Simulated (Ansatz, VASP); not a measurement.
One calculation of AlN, two programs

File INCAR:

```
  PREC = Accurate
  ENCUT = 520
  EDIFF = 1E-7
  ISMEAR = 0
  SIGMA = 0.05
  LREAL = False
  LASPH = True
  NELM = 60
  ALGO = Normal
  ISIF = 2
  LWAVE = False
  LCHARG = False
  GGA = PE
  NBANDS = 16
```

KPOINTS

```
Automatic mesh
0
Gamma
  12 12 6
```

POSCAR

```
AlN
1.0
    3.1110021516      0.0000000000      0.0000000000
   -1.5555010758      2.6942068945      0.0000000000
    0.0000000000      0.0000000000      4.9780000000
Al N
2 2
Direct
    0.3333333333      0.6666666667      0.0000000000
    0.6666666667      0.3333333333      0.5000000000
    0.2776583218      0.5553166435      0.3850000000
    0.6666666667      0.3333333333      0.8850000000
```

Input for Ansatz:

```yaml
crystal:
  lattice:
    - [3.1110021516, 0.0, 0.0]
    - [-1.5555010758, 2.6942068945, 0.0]
    - [0.0, 0.0, 4.978]
  atoms:
    - { symbol: Al, position: [0.3333333333, 0.6666666667, 0.0] }
    - { symbol: Al, position: [0.6666666667, 0.3333333333, 0.5] }
    - { symbol: "N", position: [0.2776583218, 0.5553166435, 0.385] }
    - { symbol: "N", position: [0.6666666667, 0.3333333333, 0.885] }
basis:
  ecutwfc: 420
kpoints:
  mp_grid: { grid: [12, 12, 6] }
hamiltonian:
  xc: pbe
scf:
  occupations: { method: gaussian, width: 0.05 }
output:
  forces: true
  stress: true
  eigenvalues: true
```

Alike in both runs: task single point; functional PBE; k mesh 12 × 12 × 6; occupations gaussian, width 0.05 eV; no spin polarisation.

|  | VASP | Ansatz |
| --- | --- | --- |
| version | VASP 6.6.1 | Ansatz 0.2.0 |
| potentials or method | VASP PAW PBE potentials, release 64 (Al, N), cutoff 520 eV | scalar-relativistic, plane waves, PAW |
| valence electrons in the cell | 16 | 16 |

|  | VASP | Ansatz | Ansatz less VASP |
| --- | --- | --- | --- |
| gap on the k mesh at the Fermi level (eV) | 3.74 | 3.73 | -0.010 |
| least direct gap on the mesh (eV) | 3.74 | 3.73 | -0.010 |
| pressure (GPa) | 8.3 | 8.5 | +0.20 |
| traceless stress, the component that is largest in VASP (GPa) | 13.95 | 13.89 | -0.067 |
| rms of the force components (eV/Å) | 1.223 | 1.218 | -0.0049 |

Atom by atom the forces differ by 0.005 eV/Å (rms over components). With one functional, cell and mesh, what is left measures potentials, basis and numerics.
